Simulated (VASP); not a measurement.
Here is a VASP 6.6.1 calculation.

File INCAR:

```
SYSTEM = GaAs
PREC = Accurate
ENCUT = 520
EDIFF = 1E-7
ISMEAR = 1
SIGMA = 0.025
LREAL = .FALSE.
LASPH = .TRUE.
NELM = 150
ALGO = Normal
ISIF = 2
LWAVE = .FALSE.
LCHARG = .FALSE.
ISPIN = 2
MAGMOM = 1 0
LORBIT = 11
NUPDOWN = 1.0
GGA = RE
IVDW = 12
NBANDS = 20
```

File KPOINTS:

```
Automatic mesh
0
G
  8 8 8
  0 0 0
```

Contents of POSCAR:

```
GaAs
1.0
    0.0000000000      2.7691429914      2.7691429914
    2.7691429914      0.0000000000      2.7691429914
    2.7691429914      2.7691429914      0.0000000000
As Ga
1 1
Direct
    0.7500000000      0.7500000000      0.7500000000
    0.0000000000      0.0000000000      0.0000000000
```

Potentials or basis: VASP PAW PBE potentials, release 64 (As, Ga_d).

Run with:

```sh
$ cat potpaw_PBE.64/As/POTCAR potpaw_PBE.64/Ga_d/POTCAR > POTCAR
$ mpirun -np 1 vasp_std > vasp.out
```

Task: Predict the pressure.

Result: 9.5 GPa.

Task: Predict the dispersion energy per atom.

Result: -0.666 eV.

Caveat: the cell stands under pressure; the PAW data sets were made with another functional, which shifts forces and pressure a little; the total moment is fixed, so each spin has its own Fermi level.
